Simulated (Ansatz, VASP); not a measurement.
# Two plane-wave programs on P2Se2O

```
P Se O
1.0
     3.93528    0.00000    0.00000
    -1.96764    3.40805    0.00000
     0.00000    0.00000    7.49170
P Se O
2 2 1
Direct
  0.33333 0.66667 0.00000
  0.66667 0.33333 0.00000
  0.00000 0.00000 0.74704
  0.00000 0.00000 0.25296
  0.00000 0.00000 0.50000
```

Alike in both runs: task relaxation of cell and atoms; functional PBE; dispersion D3(BJ); k mesh 12 × 12 × 6; occupations gaussian, width 0.1 eV; no spin polarisation.

```csv
,VASP,Ansatz
version,VASP 6.6.1,Ansatz 0.2.0
potentials or method,"VASP PAW PBE potentials, release 64 (P, Se, O), cutoff 600 eV","scalar-relativistic, plane waves, PAW"
valence electrons in the cell,28,48
```

VASP gave:

- gap on the k mesh at the Fermi level, each at its own relaxed structure (eV): none
- relaxed volume (Å³/atom): 20.13
- relaxed cell length with the largest relative difference (Å): 3.938

Question: Estimate Ansatz's values.

Answer: gap on the k mesh at the Fermi level, each at its own relaxed structure (eV): none; relaxed volume (Å³/atom): 20.17; relaxed cell length with the largest relative difference (Å): 3.944.

A gap of «none» marks a metal or a gap that the smearing closes. VASP's potentials hold 28 valence electrons a cell and Ansatz's 48, so a difference there can come from the potentials and not from the codes.
